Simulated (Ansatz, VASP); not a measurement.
# One calculation of SnO, two programs

```
Sn O
1.0
     3.77039    0.00000    0.00000
     0.00000    3.77039    0.00000
     0.00000    0.00000    4.56337
Sn O
2 2
Cartesian
  -0.0866 1.7986 1.0691
  1.7986 -0.0866 3.3211
  0.0000 0.0000 0.0000
  1.8852 1.8852 0.0000
```

Change from the starting cell: all Sn atoms moved -0.150 Å, as atom 1 along Cartesian [1 1 1].

Alike in both runs: task single point; functional PBEsol; dispersion D3(BJ); k mesh 12 × 12 × 10; occupations gaussian, width 0.15 eV; no spin polarisation.

|  | VASP | Ansatz |
| --- | --- | --- |
| version | VASP 6.6.1 | Ansatz 0.2.0 |
| potentials or method | VASP PAW PBE potentials, release 64 (Sn_d, O), cutoff 600 eV | scalar-relativistic, plane waves, PAW |
| valence electrons in the cell | 40 | 40 |

```csv
,VASP,Ansatz,Ansatz less VASP
gap on the k mesh at the Fermi level (eV),none,none,-
pressure (GPa),1.2,1.0,-0.22
"traceless stress, the component that is largest in VASP (GPa)",0.53,0.53,-0.004
rms of the force components (eV/Å),0.504,0.489,-0.0154
```

VASP's potentials were made for PBE, not for PBEsol. Atom by atom the forces differ by 0.035 eV/Å (rms over components). A gap of «none» marks a metal or a gap that the smearing closes.
